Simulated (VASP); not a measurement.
# SiO2 (P-4n2) in VASP: electric field gradients with revPBE

Aim: the electric field gradients of SiO2 with revPBE.

All numbers are computed with VASP 6.6.1; they aren't measurements. Logs are shortened: lines on timing, memory, paths and dates and some standing lists are left out, and cuts for length are marked.

### Step 1. The cell of the first run

It takes space group P-4n2 (No. 118, tetragonal). The conventional cell has a = 6.858 Å, b = 6.858 Å, c = 7.033 Å, α = 90.00°, β = 90.00°, γ = 90.00°. Within 2.1 Å of Si (site symmetry 1) lie 4 O at 1.61 to 1.63 Å. Within 2.1 Å of O (site symmetry 1) lie 2 Si at 1.61 to 1.62 Å. O (site symmetry 2) has 2 Si at 1.62 Å within 2.2 Å. O (site symmetry 2) has 2 Si at 1.63 Å within 2.2 Å.

### Step 2. Electric field gradients, revPBE

The input, INCAR:

```
SYSTEM = SiO2
PREC = Accurate
ENCUT = 520
EDIFF = 1E-8
ISMEAR = -1
SIGMA = 0.02
LREAL = Auto
LASPH = .TRUE.
NELM = 100
ALGO = Normal
ISIF = 2
LWAVE = .FALSE.
LCHARG = .FALSE.
GGA = RE
LEFG = .TRUE.
NBANDS = 82
```

The input, KPOINTS:

```
regular mesh
0
G
  4 4 3
  0 0 0
```

The input, POSCAR:

```
SiO2
1.0
    6.8575811700      0.0000000000      0.0000000000
    0.0000000000      6.8575811700      0.0000000000
    0.0000000000      0.0000000000      7.0330712900
Si O
8 16
Direct
    0.2058192100      0.4510069400      0.9491785700
    0.0489930600      0.2941807900      0.5508214300
    0.9510069400      0.7058192100      0.5508214300
    0.4510069400      0.7941807900      0.0508214300
    0.7941807900      0.5489930600      0.9491785700
    0.7058192100      0.0489930600      0.4491785700
    0.2941807900      0.9510069400      0.4491785700
    0.5489930600      0.2058192100      0.0508214300
    0.1569431900      0.8180152000      0.5832383000
    0.3430568100      0.3180152000      0.0832383000
    0.6569431900      0.6819848000      0.0832383000
    0.0000000000      0.5000000000      0.0502808900
    0.1607908700      0.3392091300      0.7500000000
    0.5000000000      0.0000000000      0.9497191100
    0.6819848000      0.3430568100      0.9167617000
    0.3180152000      0.6569431900      0.9167617000
    0.0000000000      0.5000000000      0.4497191100
    0.8430568100      0.1819848000      0.5832383000
    0.5000000000      0.0000000000      0.5502808900
    0.1819848000      0.1569431900      0.4167617000
    0.8180152000      0.8430568100      0.4167617000
    0.6607908700      0.1607908700      0.2500000000
    0.3392091300      0.8392091300      0.2500000000
    0.8392091300      0.6607908700      0.7500000000
```

Potentials or basis: VASP PAW PBE potentials, release 64 (Si, O).

Command:

```console
cat potpaw_PBE.64/Si/POTCAR potpaw_PBE.64/O/POTCAR > POTCAR
mpirun -np 1 vasp_std > vasp.out
```

OUTCAR:

```text
SYSTEM = SiO2
   PREC = Accurate
   ENCUT = 520
   EDIFF = 1E-8
   ISMEAR = -1
   LREAL = Auto
   LASPH = .TRUE.
   NELM = 100
   ISIF = 2
   GGA = RE

 ion  position               nearest neighbor table
   1  0.206  0.451  0.949-  10 1.61  12 1.62  16 1.62  13 1.63   5 2.90   4 2.98   8 2.98
   2  0.049  0.294  0.551-  20 1.61  17 1.62  18 1.62  13 1.63   3 2.90   6 2.98   7 2.98
   3  0.951  0.706  0.551-  21 1.61  17 1.62   9 1.62  24 1.63   2 2.90   6 2.98   7 2.98
   4  0.451  0.794  0.051-  16 1.61  14 1.62  11 1.62  23 1.63   8 2.90   5 2.98   1 2.98
   5  0.794  0.549  0.949-  11 1.61  12 1.62  15 1.62  24 1.63   1 2.90   4 2.98   8 2.98
   6  0.706  0.049  0.449-  18 1.61  19 1.62  21 1.62  22 1.63   7 2.90   3 2.98   2 2.98
   7  0.294  0.951  0.449-   9 1.61  19 1.62  20 1.62  23 1.63   6 2.90   3 2.98   2 2.98
   8  0.549  0.206  0.051-  15 1.61  14 1.62  10 1.62  22 1.63   4 2.90   1 2.98   5 2.98
   9  0.157  0.818  0.583-   7 1.61   3 1.62
  10  0.343  0.318  0.083-   1 1.61   8 1.62
  11  0.657  0.682  0.083-   5 1.61   4 1.62
  12  0.000  0.500  0.050-   1 1.62   5 1.62
  13  0.161  0.339  0.750-   1 1.63   2 1.63
  14  0.500  0.000  0.950-   4 1.62   8 1.62
[... 8 lines left out ...]
  23  0.339  0.839  0.250-   4 1.63   7 1.63
  24  0.839  0.661  0.750-   3 1.63   5 1.63

  LATTYP: Found a simple tetragonal cell.
 ALAT       =     6.8575811700
 C/A-ratio  =     1.0255906734

  Lattice vectors:

 A1 = (   6.8575811700,   0.0000000000,   0.0000000000)
 A2 = (   0.0000000000,   6.8575811700,   0.0000000000)
 A3 = (   0.0000000000,   0.0000000000,   7.0330712900)

Analysis of symmetry for initial positions (statically):
=====================================================================
 Subroutine PRICEL returns:
 Original cell was already a primitive cell.

 Routine SETGRP: Setting up the symmetry group for a
 simple tetragonal supercell.

 Subroutine GETGRP returns: Found  8 space group operations
 (whereof  4 operations were pure point group operations)
 out of a pool of 16 trial point group operations.

The static configuration has the point symmetry S_4 .
 The point group associated with its full space group is D_2d.

Analysis of symmetry for dynamics (positions and initial velocities):
=====================================================================
 Subroutine PRICEL returns:
 Original cell was already a primitive cell.

 Routine SETGRP: Setting up the symmetry group for a
 simple tetragonal supercell.

 Subroutine GETGRP returns: Found  8 space group operations
 (whereof  4 operations were pure point group operations)
 out of a pool of 16 trial point group operations.

The dynamic configuration has the point symmetry S_4 .
 The point group associated with its full space group is D_2d.

 Subroutine INISYM returns: Found  8 space group operations
 (whereof  4 operations are pure point group operations),
 and found     1 'primitive' translations

----------------------------------------------------------------------------------------

                                     Primitive cell

  volume of cell :     330.7402

  direct lattice vectors                    reciprocal lattice vectors
     6.857581170  0.000000000  0.000000000     0.145824012  0.000000000  0.000000000
     0.000000000  6.857581170  0.000000000     0.000000000  0.145824012  0.000000000
     0.000000000  0.000000000  7.033071290     0.000000000  0.000000000  0.142185392

  length of vectors
     6.857581170  6.857581170  7.033071290     0.145824012  0.145824012  0.142185392

  position of ions in fractional coordinates (direct lattice)
     0.205819210  0.451006940  0.949178570
     0.048993060  0.294180790  0.550821430
     0.951006940  0.705819210  0.550821430
     0.451006940  0.794180790  0.050821430
     0.794180790  0.548993060  0.949178570
     0.705819210  0.048993060  0.449178570
[... 16 lines left out ...]
     0.339209130  0.839209130  0.250000000
     0.839209130  0.660790870  0.750000000

  ion indices of the primitive-cell ions
   primitive index   ion index
                 1           1
                 2           2
[... 87 lines left out ...]
   ISIF   =      2    stress and relaxation
   ISYM   =      2    0-nonsym 1-usesym 2-fastsym
   POTIM  = 0.5000    time-step for ionic-motion
   TEBEG  =    0.0;   TEEND  =   0.0 temperature during run
   PSTRESS=    0.0 pullay stress
   NELECT =     128.0000    total number of electrons
   NUPDOWN=      -1.0000    fix difference up-down
   EMIN   =  10.00;   EMAX   =-10.00  energy-range for DOS
   EFERMI =   0.00;   METHOD = LEGACY
   ISMEAR =    -1;   SIGMA  =   0.02  broadening in eV -4-tet -1-fermi 0-gaus
   EFERMI_NEDOS =   21; number of points for ismear=-14 and -15
   IALGO  =     38    algorithm
   IMIX   =      4    mixing-type and parameters
     AMIX     =   0.40;   BMIX     =  1.00
     AMIX_MAG =   1.60;   BMIX_MAG =  1.00
  volume/ion in A,a.u.               =      13.78        93.00
  Fermi-wavevector in a.u.,A,eV,Ry     =   1.193024  2.254488 19.365257  1.423306
  Thomas-Fermi vector in A             =   2.329048
   LORBIT       =      0    0 simple, 1 ext, 2 COOP (PROOUT), +10 PAW based schemes
   GGA     = RE    functional components
   LHFCALC =     F    Hartree Fock is set to
   AEXX    =    0.0000 exact exchange contribution
   IVDW    =     0    specifies the selected vdW correction
   LEPSILON=     F    determine dielectric tensor
   LRPA    =     F    only Hartree local field effects (RPA)
 non-spin polarized calculation
  energy-cutoff  :      520.00
  volume of cell :      330.74
 maximum number of plane-waves:      8926
 NGX is ok and might be reduce to    54
   NGX = 25   NGY = 25   NGZ = 27

 number of electron     128.0000035 magnetization

 Free energy of the ion-electron system (eV)
  ---------------------------------------------------
  ext. energy  EPLUGINS =         0.00000000
  ---------------------------------------------------
  free energy    TOTEN  =      -181.19803300 eV

  energy without entropy =     -181.19803300  energy(sigma->0) =     -181.19803300

 E-fermi :   1.1899     XC(G=0):  -8.3318

 val. band max:        0.6794609394   @ k =   0.5000   0.5000   0.3333
 cond. band min:       6.3720906298   @ k =   0.0000   0.0000   0.0000
 fundamental gap:      5.6926296905
 Fermi energy:         1.1899470348

 k-point     1 :       0.0000    0.0000    0.0000
  band No.  band energies     occupation
      1     -19.0822      2.00000
      2     -18.5474      2.00000
      3     -18.2088      2.00000
      4     -17.9551      2.00000
      5     -17.9551      2.00000
      6     -17.4919      2.00000
[... 937 lines left out ...]
     75       9.9518      0.00000
     76      10.2861      0.00000
 [bands above 76 left out]

------------------------ aborting loop because EDIFF is reached ----------------------------------------

  FORCE on cell =-STRESS in cart. coord.  units (eV):
  Direction    XX          YY          ZZ          XY          YZ          ZX
  --------------------------------------------------------------------------------------
  -------------------------------------------------------------------------------------
  Total       14.7505768     14.7505768     14.6984545      0.0000000      0.0000000      0.0000000
  in kB       71.4550046     71.4550046     71.2025130      0.0000000      0.0000000      0.0000000
  external PRESSURE =      71.3708407 kB  Pullay stress =       0.0000000 kB

 VOLUME and BASIS-vectors are now :
 -----------------------------------------------------------------------------
  energy-cutoff  :      520.00
  volume of cell :      330.74
      direct lattice vectors                 reciprocal lattice vectors
     6.857581170  0.000000000  0.000000000     0.145824012  0.000000000  0.000000000
     0.000000000  6.857581170  0.000000000     0.000000000  0.145824012  0.000000000
     0.000000000  0.000000000  7.033071290     0.000000000  0.000000000  0.142185392

 POSITION                                       TOTAL-FORCE (eV/Angst)
 -----------------------------------------------------------------------------------
      1.41142      3.09282      6.67564        -0.006447     -0.032924     -0.089067
      0.33597      2.01737      3.87397         0.032924      0.006447      0.089067
      6.52161      4.84021      3.87397        -0.032924     -0.006447      0.089067
      3.09282      5.44616      0.35743        -0.032924      0.006447      0.089067
      5.44616      3.76476      6.67564         0.006447      0.032924     -0.089067
      4.84021      0.33597      3.15910        -0.006447      0.032924     -0.089067
[... 16 lines left out ...]
      2.32615      5.75494      1.75827        -0.204107     -0.204107     -0.000000
      5.75494      4.53143      5.27480        -0.204107      0.204107     -0.000000
 -----------------------------------------------------------------------------------
    total drift:                               -0.000000      0.000000     -0.000000

  FREE ENERGIE OF THE ION-ELECTRON SYSTEM (eV)
  ---------------------------------------------------
  free  energy   TOTEN  =      -181.1980329987 eV

  energy  without entropy=     -181.1980329987  energy(sigma->0) =     -181.19803300

 Electric field gradients (V/A^2)
---------------------------------------------------------------------
 ion       V_xx      V_yy      V_zz      V_xy      V_xz      V_yz
---------------------------------------------------------------------
   1     -17.043    -0.390    17.433     5.270    -8.331    -3.152
   2      -0.390   -17.043    17.433     5.270    -3.152    -8.331
   3      -0.390   -17.043    17.433     5.270     3.152     8.331
   4      -0.390   -17.043    17.433    -5.270     3.152    -8.331
   5     -17.043    -0.390    17.433     5.270     8.331     3.152
   6     -17.043    -0.390    17.433    -5.270    -8.331     3.152
[... 16 lines left out ...]
  23     -28.699   -28.699    57.398   -17.968   -46.967    46.967
  24     -28.699   -28.699    57.398    17.968   -46.967   -46.967
---------------------------------------------------------------------

 Electric field gradients after diagonalization (V/A^2)
 (convention: |V_zz| > |V_xx| > |V_yy|)
----------------------------------------------------------------------
 ion       V_xx      V_yy      V_zz     asymmetry (V_yy - V_xx)/ V_zz
----------------------------------------------------------------------
   1     -19.978    -0.259    20.237       0.974
   2     -19.978    -0.259    20.237       0.974
   3     -19.978    -0.259    20.237       0.974
   4     -19.978    -0.259    20.237       0.974
   5     -19.978    -0.259    20.237       0.974
   6     -19.978    -0.259    20.237       0.974
[... 16 lines left out ...]
  23     -51.313   -46.667    97.980       0.047
  24     -51.313   -46.667    97.980       0.047
----------------------------------------------------------------------

           NMR quadrupolar parameters

 Cq : quadrupolar parameter    Cq=e*Q*V_zz/h
 eta: asymmetry parameters     (V_yy - V_xx)/ V_zz
 Q  : nuclear electric quadrupole moment in mb (millibarn)
----------------------------------------------------------------------
 ion       Cq(MHz)       eta       Q (mb)
----------------------------------------------------------------------
   1       0.049       0.974       1.000
   2       0.049       0.974       1.000
   3       0.049       0.974       1.000
   4       0.049       0.974       1.000
   5       0.049       0.974       1.000
   6       0.049       0.974       1.000
[... 16 lines left out ...]
  23       0.237       0.047       1.000
  24       0.237       0.047       1.000
----------------------------------------------------------------------
```

Wall time 12 min (1 thread of Intel Xeon Platinum 8375C at 2.90GHz (Ice Lake), shared host); peak memory 0.5 GiB.

What came out:

| Item | Value |
| --- | --- |
| Free energy | -181.1980 eV |
| Pressure | 7.1 GPa |
| Largest force | 0.536 eV/Å |
| Band gap on the k mesh | 5.69 eV (least direct gap 5.81 eV) |
| Largest electric field gradient by atom | Si +20.2; O +88.2, +83.5, +98.0 (each value once) V/Å² |

Forces in eV/Å, atoms in the order of the input:
```
Si  -0.006 -0.033 -0.089
Si   0.033  0.006  0.089
Si  -0.033 -0.006  0.089
Si  -0.033  0.006  0.089
Si   0.006  0.033 -0.089
Si  -0.006  0.033 -0.089
Si   0.006 -0.033 -0.089
Si   0.033 -0.006  0.089
O    0.206 -0.075  0.423
O   -0.206 -0.075  0.423
O    0.206  0.075  0.423
O    0.000  0.000  0.536
O    0.204 -0.204  0.000
O    0.000  0.000 -0.536
O    0.075 -0.206 -0.423
O   -0.075  0.206 -0.423
O    0.000  0.000 -0.536
O   -0.206  0.075  0.423
O    0.000  0.000  0.536
O    0.075  0.206 -0.423
O   -0.075 -0.206 -0.423
O    0.204  0.204  0.000
O   -0.204 -0.204  0.000
O   -0.204  0.204  0.000
```

Electric field gradients, principal values (V/Å²):
```tsv
atom	least	middle	greatest (by size)
1 Si	-0.259	-19.978	20.237
2 Si	-0.259	-19.978	20.237
3 Si	-0.259	-19.978	20.237
4 Si	-0.259	-19.978	20.237
5 Si	-0.259	-19.978	20.237
6 Si	-0.259	-19.978	20.237
7 Si	-0.259	-19.978	20.237
8 Si	-0.259	-19.978	20.237
9 O	-28.897	-59.306	88.203
10 O	-28.897	-59.306	88.203
11 O	-28.897	-59.306	88.203
12 O	-25.758	-57.791	83.549
13 O	-46.667	-51.313	97.980
14 O	-25.758	-57.791	83.549
15 O	-28.897	-59.306	88.203
16 O	-28.897	-59.306	88.203
17 O	-25.758	-57.791	83.549
18 O	-28.897	-59.306	88.203
19 O	-25.758	-57.791	83.549
20 O	-28.897	-59.306	88.203
21 O	-28.897	-59.306	88.203
22 O	-46.667	-51.313	97.980
23 O	-46.667	-51.313	97.980
24 O	-46.667	-51.313	97.980
```

Caveat: the cell stands under pressure; without QUAD_EFG the Cq values of the log hold for a quadrupole moment of 1 mb, not for the nuclei; the PAW data sets were made with another functional, which shifts forces and pressure a little; an odd mesh through Γ misses points on the zone boundary, where band edges can lie.
